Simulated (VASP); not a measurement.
Wanted: the native input for a VASP 6.6.1 run.

```yaml
Task: single point
Functional: r2SCAN
Potentials_or_basis: VASP PAW PBE potentials, release 64 (Pb_d, Se)
Cutoff: 520 eV
k_mesh: 10 × 10 × 10
Occupations: gaussian, width 0.05 eV
Spin: no spin polarisation
Dipole_correction: no
Further_INCAR_settings: ALGO = Normal; EDIFF = 1e-06; NBANDS = 17
```

PbSe:

```
CELL_PARAMETERS angstrom
0.00000 3.15945 3.15945
3.15945 0.00000 3.15945
3.15945 3.15945 0.00000
ATOMIC_POSITIONS crystal
Pb 0.50000 0.50000 0.50000
Se 0.00000 0.00000 0.00000
```

This cell differs from its parent crystal: volume scaled by 1.070.

These files were run (other wordings do the same):

POSCAR

```
PbSe
1.0
    0.0000000000      3.1594520592      3.1594520592
    3.1594520592      0.0000000000      3.1594520592
    3.1594520592      3.1594520592      0.0000000000
Pb Se
1 1
Direct
    0.5000000000      0.5000000000      0.5000000000
    0.0000000000      0.0000000000      0.0000000000
```

INCAR.step1

```
SYSTEM = PbSe
PREC = Accurate ; ENCUT = 520
ISMEAR = 0 ; SIGMA = 0.05
LREAL = .FALSE. ; LASPH = .TRUE.
NELM = 80 ; NBANDS = 17
GGA = PE ; ALGO = Normal
EDIFF = 1E-4 ; LWAVE = .TRUE.
LCHARG = .FALSE.
```

INCAR.step2

```
SYSTEM = PbSe
PREC = Accurate ; ENCUT = 520
EDIFF = 1E-6 ; ISMEAR = 0
SIGMA = 0.05 ; LREAL = .FALSE.
LASPH = .TRUE. ; NELM = 80
ALGO = Normal ; ISIF = 2
LWAVE = .FALSE. ; LCHARG = .FALSE.
METAGGA = R2SCAN ; LMIXTAU = .TRUE.
NBANDS = 17 ; ISTART = 1
```

KPOINTS

```
Automatic mesh
0
G
  10 10 10
  0 0 0
```

Potentials or basis: VASP PAW PBE potentials, release 64 (Pb_d, Se).

Command:

```bash
$ cat potpaw_PBE.64/Pb_d/POTCAR potpaw_PBE.64/Se/POTCAR > POTCAR
$ cp INCAR.step1 INCAR
$ mpirun -np 1 vasp_std > vasp.out
$ cp INCAR.step2 INCAR
$ mpirun -np 1 vasp_std > vasp.out
```

Results of the run:

```json
{
  "Pressure": "-3.0 GPa",
  "Band gap on the k mesh": "0.86 eV, direct"
}
```

Caveat: the PAW data sets were made with another functional, which shifts forces and pressure a little; spin-orbit coupling is left out, which moves the levels of the heavy elements.

It took 110 s on 1 thread of Intel(R) Xeon(R) 6975P-C (Granite Rapids), on a shared host, peak memory 0.24 GiB.
